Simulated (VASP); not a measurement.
Runs of VASP 6.6.1 on TiC. The structure is that of space group Fm-3m (No. 225), or close to it. The cells are those of the table. 

```tsv
cell	gap on the mesh (eV)	pressure (GPa)
a = 2.938, b = 2.938, c = 4.432 Å, 4 atoms	none	(a)
a = 3.060, b = 3.060, c = 4.328 Å, 4 atoms	none	1.0
a = 2.999, b = 2.999, c = 4.373 Å, 4 atoms	none	9.9
a = 3.060, b = 3.060, c = 4.587 Å, 4 atoms	none	-11.4
```

Alike in all rows: task single point; level r2SCAN; potentials or basis VASP PAW PBE potentials, release 64 (Ti_sv, C); no spin polarisation; k mesh 18 × 18 × 12; cutoff (eV) 520; smearing gaussian 0.1 eV.

Question: Estimate the missing entries.

Answer: (a) 20.4.

Caveats: the PAW data sets were made with another functional, which shifts forces and pressure a little; the cell stands under pressure (at least some runs); the cell stands under tension (at least some runs).

A gap of «none» marks levels without a gap at the run's occupations.
